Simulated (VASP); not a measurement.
A run of VASP 6.6.1:

INCAR

```
SYSTEM = FeNi3
ALGO = Normal
EDIFF = 1E-7
ENCUT = 520
GGA = PE
ISIF = 2
ISMEAR = 0
ISPIN = 2
LASPH = .True.
LCHARG = .False.
LMAXMIX = 4
LORBIT = 11
LREAL = .False.
LWAVE = .False.
MAGMOM = 4 2 2 2
NBANDS = 31
NELM = 150
PREC = Accurate
SIGMA = 0.1
```

Contents of KPOINTS:

```
k-points
0
Gamma
  6 6 6
  0 0 0
```

POSCAR

```
FeNi3
1.0
    3.5104168167      0.0000000000      0.0000000000
    0.0000000000      3.5104168167      0.0000000000
    0.0000000000      0.0000000000      3.5104168167
Fe Ni
1 3
Direct
    0.0000000000      0.0000000000      0.0000000000
    0.0000000000      0.5000000000      0.5000000000
    0.5000000000      0.5000000000      0.0000000000
    0.5000000000      0.0000000000      0.5000000000
```

Potentials or basis: VASP PAW PBE potentials, release 64 (Fe, Ni).

Run with:

```sh
$ cat potpaw_PBE.64/Fe/POTCAR potpaw_PBE.64/Ni/POTCAR > POTCAR
$ mpirun -np 1 vasp_std > vasp.out
```

Hardware: 1 thread of Intel(R) Xeon(R) Platinum 8259CL CPU @ 2.50GHz (Skylake/Cascade Lake), with other jobs on the host.

Q: How long does it take, and how much memory?

A: Run time: 59 s on 1 thread of Intel(R) Xeon(R) Platinum 8259CL CPU @ 2.50GHz (Skylake/Cascade Lake) (shared host), peak memory 0.19 GiB. Counts: scf iterations 16, k points 20.
